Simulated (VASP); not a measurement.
**CaO: elastic constants with PBE**

CaO:

```
CELL_PARAMETERS angstrom
0.00000 2.41545 2.41545
2.41545 0.00000 2.41545
2.41545 2.41545 0.00000
ATOMIC_POSITIONS crystal
Ca 0.50000 0.50000 0.50000
O 0.00000 0.00000 0.00000
```

```
Program                   : VASP 6.6.1
Task                      : elastic constants
Functional                : PBE
Potentials or basis       : VASP PAW PBE potentials, release 64 (Ca_sv, O)
Cutoff                    : 600 eV
k mesh                    : 8 × 8 × 8
Occupations               : gaussian, width 0.01 eV
Spin                      : no spin polarisation
Dipole correction         : no
Ions in elastic constants : relaxed
Further INCAR settings    : ALGO = Normal; EDIFF = 1e-08; IBRION = 6; POTIM = 0.015; NSW = 1; ISIF = 3
```

| Property | Result |
| --- | --- |
| Elastic constants C11, C12, C44 | 207, 57, 75 GPa |
| Voigt bulk modulus | 107 GPa |
| Highest phonon frequency at Γ, LO-TO splitting left out | 262 cm⁻¹ |

Phonon frequencies in cm⁻¹ (negative: imaginary):
```csv
q point,frequencies
"(0.000, 0.000, 0.000)",0 0 0 262 262 262
```

Elastic tensor in Voigt notation (GPa, in the Cartesian axes of the cell as first typed):
```
207  57  57   0   0   0
 57 207  57   0   0   0
 57  57 207   0   0   0
  0   0   0  75   0   0
  0   0   0   0  75   0
  0   0   0   0   0  75
```

Clamped-ion elastic tensor (GPa):
```
207  57  57   0   0   0
 57 207  57   0   0   0
 57  57 207   0   0   0
  0   0   0  75   0   0
  0   0   0   0  75   0
  0   0   0   0   0  75
```

Wall time 3.8 min on 1 thread of Intel(R) Xeon(R) 6975P-C (Granite Rapids), on a shared host, peak memory 0.27 GiB.
